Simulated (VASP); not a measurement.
# YN (Fm-3m) in VASP: elastic constants with PBEsol

Aim: the elastic constants of YN with PBEsol.

Program: VASP 6.6.1. These are calculated values, not measurements. Logs are shortened: lines on timing, memory, paths and dates and some standing lists are left out, and cuts for length are marked.

## Step 1: The cell of the first run

It takes space group Fm-3m (No. 225, cubic). The conventional cell has a = 4.838 Å, b = 4.838 Å, c = 4.838 Å, α = 90.00°, β = 90.00°, γ = 90.00°. Y (site symmetry m-3m) has 6 N at 2.42 Å within 3.2 Å. Within 3.2 Å of N (site symmetry m-3m) lie 6 Y at 2.42 Å.

## Step 2: Elastic constants, PBEsol

Input file INCAR:

```
PREC = Accurate ; ENCUT = 600
EDIFF = 1E-8 ; ISMEAR = -1
SIGMA = 0.1 ; LREAL = False
LASPH = True ; NELM = 120
ALGO = Normal ; ISIF = 3
LWAVE = False ; LCHARG = True
GGA = PS ; IBRION = 6
NFREE = 2 ; POTIM = 0.015
NSW = 1 ; GGA_COMPAT = False
```

Input file KPOINTS:

```
Automatic mesh
0
Gamma
  16 16 16
```

Input file POSCAR:

```
YN
1.0
    0.0000000000      2.4187630160      2.4187630160
    2.4187630160      0.0000000000      2.4187630160
    2.4187630160      2.4187630160      0.0000000000
Y N
1 1
Direct
    0.0000000000      0.0000000000      0.0000000000
    0.5000000000      0.5000000000      0.5000000000
```

Potentials or basis: VASP PAW PBE potentials, release 64 (Y_sv, N).

Started as:

```console
$ cat potpaw_PBE.64/Y_sv/POTCAR potpaw_PBE.64/N/POTCAR > POTCAR
$ mpirun -np 1 vasp_std > vasp.out
```

OUTCAR:

```text
PREC = Accurate
   ENCUT = 600
   EDIFF = 1E-8
   ISMEAR = -1
   LREAL = False
   LASPH = True
   NELM = 120
   ISIF = 3
   GGA = PS
   IBRION = 6
   NFREE = 2
   POTIM = 0.015
   NSW = 1

 ion  position               nearest neighbor table
   1  0.000  0.000  0.000-   2 2.42   2 2.42   2 2.42   2 2.42   2 2.42   2 2.42
   2  0.500  0.500  0.500-   1 2.42   1 2.42   1 2.42   1 2.42   1 2.42   1 2.42

  LATTYP: Found a face centered cubic cell.
 ALAT       =     4.8375260320

  Lattice vectors:

 A1 = (   0.0000000000,   2.4187630160,   2.4187630160)
 A2 = (   2.4187630160,   0.0000000000,   2.4187630160)
 A3 = (   2.4187630160,   2.4187630160,   0.0000000000)

Analysis of symmetry for initial positions (statically):
=====================================================================
 Subroutine PRICEL returns:
 Original cell was already a primitive cell.

 Routine SETGRP: Setting up the symmetry group for a
 face centered cubic supercell.

 Subroutine GETGRP returns: Found 48 space group operations
 (whereof 48 operations were pure point group operations)
 out of a pool of 48 trial point group operations.

The static configuration has the point symmetry O_h .

Analysis of symmetry for dynamics (positions and initial velocities):
=====================================================================
 Subroutine PRICEL returns:
 Original cell was already a primitive cell.

 Routine SETGRP: Setting up the symmetry group for a
 face centered cubic supercell.

 Subroutine GETGRP returns: Found 48 space group operations
 (whereof 48 operations were pure point group operations)
 out of a pool of 48 trial point group operations.

The dynamic configuration has the point symmetry O_h .

 Subroutine INISYM returns: Found 48 space group operations
 (whereof 48 operations are pure point group operations),
 and found     1 'primitive' translations

----------------------------------------------------------------------------------------

                                     Primitive cell

  volume of cell :      28.3015

  direct lattice vectors                    reciprocal lattice vectors
     0.000000000  2.418763016  2.418763016    -0.206717234  0.206717234  0.206717234
     2.418763016  0.000000000  2.418763016     0.206717234 -0.206717234  0.206717234
     2.418763016  2.418763016  0.000000000     0.206717234  0.206717234 -0.206717234

  length of vectors
     3.420647461  3.420647461  3.420647461     0.358044752  0.358044752  0.358044752

  position of ions in fractional coordinates (direct lattice)
     0.000000000  0.000000000  0.000000000
     0.500000000  0.500000000  0.500000000

  ion indices of the primitive-cell ions
   primitive index   ion index
                 1           1
                 2           2

----------------------------------------------------------------------------------------

 KPOINTS: Automatic mesh

Automatic generation of k-mesh.
 Grid dimensions read from file:
 generate k-points for:   16   16   16

 Generating k-lattice:

  Cartesian coordinates                     Fractional coordinates (reciprocal lattice)
    -0.012919827  0.012919827  0.012919827     0.062500000  0.000000000  0.000000000
     0.012919827 -0.012919827  0.012919827     0.000000000  0.062500000  0.000000000
     0.012919827  0.012919827 -0.012919827     0.000000000  0.000000000  0.062500000

[... 110 lines left out ...]
  --------------------------------------------------------------------------------------
  -------------------------------------------------------------------------------------
  Total        0.3092679      0.3092679      0.3092679     -0.0000000      0.0000000      0.0000000
  in kB       17.5079580     17.5079580     17.5079580     -0.0000000      0.0000000      0.0000000
  external PRESSURE =      17.5079580 kB  Pullay stress =       0.0000000 kB
[... 89 lines left out ...]
  FREE ENERGIE OF THE ION-ELECTRON SYSTEM (eV)
  ---------------------------------------------------
  free  energy   TOTEN  =       -19.1197802352 eV

  energy  without entropy=      -19.1176878141  energy(sigma->0) =      -19.11873402

[... ionic steps 4 to 14 ...]

--------------------------------------- Ionic step       15  -------------------------------------------

 number of electron      16.0000001 magnetization

------------------------ aborting loop because EDIFF is reached ----------------------------------------
[... 67 lines left out ...]
--------------------------------------- Ionic step       17  -------------------------------------------

 number of electron      16.0000000 magnetization

 Free energy of the ion-electron system (eV)
  ---------------------------------------------------
  ext. energy  EPLUGINS =         0.00000000
  ---------------------------------------------------
  free energy    TOTEN  =       -19.13191327 eV

  energy without entropy =      -19.12998884  energy(sigma->0) =      -19.13095106

 E-fermi :   4.3000     XC(G=0): -11.6014

 val. band max:        4.2661096995   @ k =   0.5000   0.5000   0.0000
 cond. band min:       4.3263247274   @ k =   0.0000   0.4375   0.4375
 fundamental gap:      0.0602150279
 Fermi energy:         4.3000341309

 k-point     1 :       0.0000    0.0000    0.0000
  band No.  band energies     occupation
      1     -36.3575      2.00000
      2     -15.9972      2.00000
      3     -15.9970      2.00000
      4     -15.9970      2.00000
      5      -8.7547      2.00000
      6       4.1908      1.49779
      7       4.1908      1.49779
      8       4.1911      1.49646
      9       7.3388      0.00000
     10       7.3412      0.00000
     11       7.3412      0.00000
     12       8.5630      0.00000
[... 331 lines left out ...]
 k-point    24 :      -0.0625    0.0625    0.0000
  band No.  band energies     occupation
      1     -36.3437      2.00000
      2     -16.1370      2.00000
      3     -16.0262      2.00000
      4     -15.9977      2.00000
      5      -8.5527      2.00000
      6       3.4658      1.99952
      7       3.7387      1.99273
      8       3.9973      1.90759
      9       7.3473      0.00000
     10       7.4896      0.00000
     11       7.8160      0.00000
     12       9.0269      0.00000

 [... further k-points ...]

------------------------ aborting loop because EDIFF is reached ----------------------------------------

  FORCE on cell =-STRESS in cart. coord.  units (eV):
  Direction    XX          YY          ZZ          XY          YZ          ZX
  --------------------------------------------------------------------------------------
  -------------------------------------------------------------------------------------
  Total        0.3172212      0.3073532      0.3073532      0.0000000      0.0000000      0.0000000
  in kB       17.9581989     17.3995659     17.3995659      0.0000000      0.0000000      0.0000000
  external PRESSURE =      17.5857769 kB  Pullay stress =       0.0000000 kB
[... 17 lines left out ...]
  FREE ENERGIE OF THE ION-ELECTRON SYSTEM (eV)
  ---------------------------------------------------
  free  energy   TOTEN  =       -19.1319132735 eV

  energy  without entropy=      -19.1299888426  energy(sigma->0) =      -19.13095106

 INTERNAL STRAIN TENSORS FROM STRAINED CELLS
 ============================================

 INTERNAL STRAIN TENSOR FOR ION    1 for displacements in x,y,z  (eV/Angst):
          X           Y           Z          XY          YZ          ZX
  --------------------------------------------------------------------------------
  x     0.00000     0.00000     0.00000     0.00000    -0.00000     0.00000
  y     0.00000    -0.00000    -0.00000     0.00000    -0.00000    -0.00000
  z     0.00000     0.00000     0.00000    -0.00000     0.00000     0.00000

 INTERNAL STRAIN TENSORS FROM DISPLACED ATOMS
 ============================================

 INTERNAL STRAIN TENSOR FOR ION    1 for displacements in x,y,z  (eV/Angst):
          X           Y           Z          XY          YZ          ZX
  --------------------------------------------------------------------------------
  x     0.00000     0.00000     0.00000     0.00000     0.00000     0.00000
  y     0.00000     0.00000     0.00000     0.00000     0.00000     0.00000
  z     0.00000     0.00000     0.00000     0.00000     0.00000     0.00000

 INTERNAL STRAIN TENSOR FOR ION    2 for displacements in x,y,z  (eV/Angst):
          X           Y           Z          XY          YZ          ZX
  --------------------------------------------------------------------------------
  x     0.00000     0.00000     0.00000     0.00000     0.00000     0.00000
  y     0.00000     0.00000     0.00000     0.00000     0.00000     0.00000
  z     0.00000     0.00000     0.00000     0.00000     0.00000     0.00000

 Eigenvectors and eigenvalues of the dynamical matrix
 ----------------------------------------------------

   1 f  =    6.044164 THz    37.976600 2PiTHz  201.611595 cm-1    24.996641 meV
             X         Y         Z           dx          dy          dz
      0.000000  0.000000  0.000000     0.000000    0.368379    0.000000
      2.418763  2.418763  2.418763     0.000000   -0.929676    0.000000
[... 21 lines left out ...]
   6 f/i=    0.003101 THz     0.019484 2PiTHz    0.103437 cm-1     0.012825 meV
             X         Y         Z           dx          dy          dz
      0.000000  0.000000  0.000000     0.000000   -0.929676    0.000000
      2.418763  2.418763  2.418763     0.000000   -0.368379    0.000000

--------------------------------------------------------------------------------------------------------

 ELASTIC MODULI CONTR FROM IONIC RELAXATION (kBar)
 Direction    XX          YY          ZZ          XY          YZ          ZX
 --------------------------------------------------------------------------------
 XX           0.0000      0.0000      0.0000      0.0000      0.0000      0.0000
 YY           0.0000      0.0000      0.0000      0.0000      0.0000      0.0000
 ZZ           0.0000      0.0000      0.0000      0.0000      0.0000      0.0000
 XY           0.0000      0.0000      0.0000      0.0000      0.0000      0.0000
 YZ           0.0000      0.0000      0.0000      0.0000      0.0000      0.0000
 ZX           0.0000      0.0000      0.0000      0.0000      0.0000      0.0000
 --------------------------------------------------------------------------------

 TOTAL ELASTIC MODULI (kBar)
 Direction    XX          YY          ZZ          XY          YZ          ZX
 --------------------------------------------------------------------------------
 XX        3640.3217    831.4965    831.4965     -0.0000      0.0000     -0.0000
 YY         831.4965   3640.3217    831.4965     -0.0000     -0.0000     -0.0000
 ZZ         831.4965    831.4965   3640.3217      0.0000     -0.0000      0.0000
 XY          -0.0000     -0.0000      0.0000   1261.5640      0.0000     -0.0000
 YZ           0.0000     -0.0000     -0.0000      0.0000   1261.5640      0.0000
 ZX          -0.0000     -0.0000      0.0000     -0.0000      0.0000   1261.5640
 --------------------------------------------------------------------------------
```

It took 22 min on 1 thread of Intel Xeon 6975P-C (Granite Rapids), shared host; peak memory 0.94 GiB.

What came out:

| Quantity | Value |
| --- | --- |
| Elastic constants C11, C12, C44 | 364, 83, 126 GPa |
| Voigt bulk modulus | 177 GPa |
| Highest phonon frequency at Γ | 202 cm⁻¹ |

Phonon frequencies in cm⁻¹ (negative: imaginary):
| q point | frequencies |
| --- | --- |
| (0.000, 0.000, 0.000) | 0 0 0 202 202 202 |

Elastic tensor in Voigt notation (GPa, in the Cartesian axes of the cell as first typed):
```
364  83  83   0   0   0
 83 364  83   0   0   0
 83  83 364   0   0   0
  0   0   0 126   0   0
  0   0   0   0 126   0
  0   0   0   0   0 126
```

Clamped-ion elastic tensor (GPa):
```
364  83  83   0   0   0
 83 364  83   0   0   0
 83  83 364   0   0   0
  0   0   0 126   0   0
  0   0   0   0 126   0
  0   0   0   0   0 126
```

Caveat: the cell is under stress, which shifts elastic constants; the PAW data sets were made with another functional, which shifts forces and pressure a little.
